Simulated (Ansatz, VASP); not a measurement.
One calculation of Zr, two programs

```xyz
2
Lattice="3.0182 0.0000 0.0000 -1.5091 2.6138 0.0000 0.0000 0.0000 4.9800" Properties=species:S:1:pos:R:3 pbc="T T T"
Zr    0.0000    1.7425    1.2450
Zr    1.5091    0.8713    3.7350
```

Change from the starting cell: volume scaled by 0.84, LAPW.

Alike in both runs: task single point; functional PBE; k mesh 15 × 15 × 8; occupations fermi-dirac, width 0.05 eV; no spin polarisation.

```csv
,VASP,Ansatz
version,VASP 6.6.1,Ansatz 0.2.0
potentials or method,"VASP PAW PBE potentials, release 64 (Zr_sv), cutoff 520 eV","all-electron LAPW, scalar-relativistic"
```

```csv
,VASP,Ansatz,Ansatz less VASP
pressure (GPa),21.0,21.1,+0.01
```

Ansatz ran all-electron here, and VASP with PAW potentials.
